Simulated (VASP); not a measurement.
Set up this calculation in VASP 6.6.1, as the native input.

```
Task                   : relaxation of cell and atoms
Functional             : LDA
Potentials or basis    : VASP PAW LDA potentials, release 64 (Cs_sv)
Cutoff                 : 600 eV
k mesh                 : 7 × 7 × 7
Occupations            : fermi-dirac, width 0.1 eV
Spin                   : no spin polarisation
Dipole correction      : no
Further INCAR settings : ALGO = Normal; EDIFF = 1e-07; IBRION = 2; EDIFFG = -0.01; NSW = 80; ISIF = 3
```

The structure of Cs lies in POSCAR:

```
Cs
1.0
    4.9225963477      0.0000000000      0.0000000000
    0.0000000000      4.9225963477      0.0000000000
    0.0000000000      0.0000000000      4.9225963477
Cs
1
Direct
    0.0000000000      0.0000000000      0.0000000000
```

This isn't the form of Cs at room conditions, which is bcc.

The input as run:

INCAR

```
SYSTEM = Cs
  ALGO = Normal
  EDIFF = 1E-7
  EDIFFG = -0.01
  ENCUT = 600
  GGA = CA
  IBRION = 2
  ISIF = 3
  ISMEAR = -1
  LASPH = .TRUE.
  LCHARG = .FALSE.
  LREAL = .FALSE.
  LWAVE = .FALSE.
  NELM = 100
  NSW = 80
  PREC = Accurate
  SIGMA = 0.1
```

KPOINTS

```
k-points
0
G
  7 7 7
  0 0 0
```

Potentials or basis: VASP PAW LDA potentials, release 64 (Cs_sv).

The run is started by

```console
$ cat potpaw_LDA.64/Cs_sv/POTCAR > POTCAR
$ mpirun -np 1 vasp_std > vasp.out
```

It gave:

| Property | Result |
| --- | --- |
| Relaxed volume | 106.02 Å³/atom |
| Relaxed cell | a = 4.733 Å, b = 4.733 Å, c = 4.733 Å, α = 90.00°, β = 90.00°, γ = 90.00° |
| Space group after relaxing (to 0.1 Å) | Pm-3m (No. 221) |
| Energy gained by relaxing | 8.3 meV/atom |
| Ionic steps | 5 |
| Pressure after relaxing | 0.0 GPa |
| Band gap on the k mesh | zero (an odd number of electrons rules out a gap without spin polarisation) |

Caveat: spin-orbit coupling is left out, which moves the levels of the heavy elements.

Wall time 24 s on 1 thread of AMD EPYC 9R45 96-Core Processor (Zen 5), with other jobs on the host, peak memory 0.18 GiB.
